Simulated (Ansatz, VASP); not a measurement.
## One calculation of CdSe, two programs

Contents of INCAR:

```
  ALGO = Normal
  EDIFF = 1E-7
  EDIFFG = -0.005
  ENCUT = 600
  GGA = PE
  IBRION = 2
  ISIF = 3
  ISMEAR = 0
  LASPH = T
  LCHARG = F
  LREAL = F
  LWAVE = F
  NELM = 60
  NSW = 100
  PREC = Accurate
  SIGMA = 0.02
```

Contents of KPOINTS:

```
k-points
0
Gamma
  6 6 4
```

The input POSCAR:

```
CdSe
1.0
    4.3000000000      0.0000000000      0.0000000000
   -2.1500000000      3.7239092363      0.0000000000
    0.0000000000      0.0000000000      7.0200000000
Cd Se
2 2
Direct
    0.3333333333      0.6666666667      0.0000000000
    0.6666666667      0.3333333333      0.5000000000
    0.3333333333      0.6666666667      0.3850000000
    0.6666666667      0.3333333333      0.8850000000
```

Input for Ansatz:

```yaml
crystal:
  lattice:
    - [4.3, 0.0, 0.0]
    - [-2.15, 3.7239092363, 0.0]
    - [0.0, 0.0, 7.02]
  atoms:
    - { symbol: Cd, position: [0.3333333333, 0.6666666667, 0.0] }
    - { symbol: Cd, position: [0.6666666667, 0.3333333333, 0.5] }
    - { symbol: Se, position: [0.3333333333, 0.6666666667, 0.385] }
    - { symbol: Se, position: [0.6666666667, 0.3333333333, 0.885] }
basis:
  ecutwfc: 420
kpoints:
  mp_grid: { grid: [6, 6, 4] }
hamiltonian:
  xc: pbe
scf:
  occupations: { method: gaussian, width: 0.02 }
output:
  forces: true
  stress: true
  eigenvalues: true
  write_density: true
  write_potential: true
  elf: true
  volumetric_format: npy
relax:
  adjacent_minimum: "off"
  f_tol: 0.005
  max_steps: 80
  cell: { stress_tol: 0.05 }
```

Alike in both runs: task relaxation of cell and atoms; functional PBE; k mesh 6 × 6 × 4; occupations gaussian, width 0.02 eV; no spin polarisation.

|  | VASP | Ansatz |
| --- | --- | --- |
| version | VASP 6.6.1 | Ansatz 0.2.0 |
| potentials or method | VASP PAW PBE potentials, release 64 (Cd, Se), cutoff 600 eV | scalar-relativistic, plane waves, PAW |
| valence electrons in the cell | 36 | 72 |

```tsv
	VASP	Ansatz	Ansatz less VASP
gap on the k mesh at the Fermi level, each at its own relaxed structure (eV)	0.53	0.54	+0.012
relaxed volume (Å³/atom)	29.90	29.76	-0.143
relaxed cell length with the largest relative difference (Å)	4.391	4.383	-0.0074
```

VASP's potentials hold 36 valence electrons a cell and Ansatz's 72, so a difference there can come from the potentials and not from the codes.
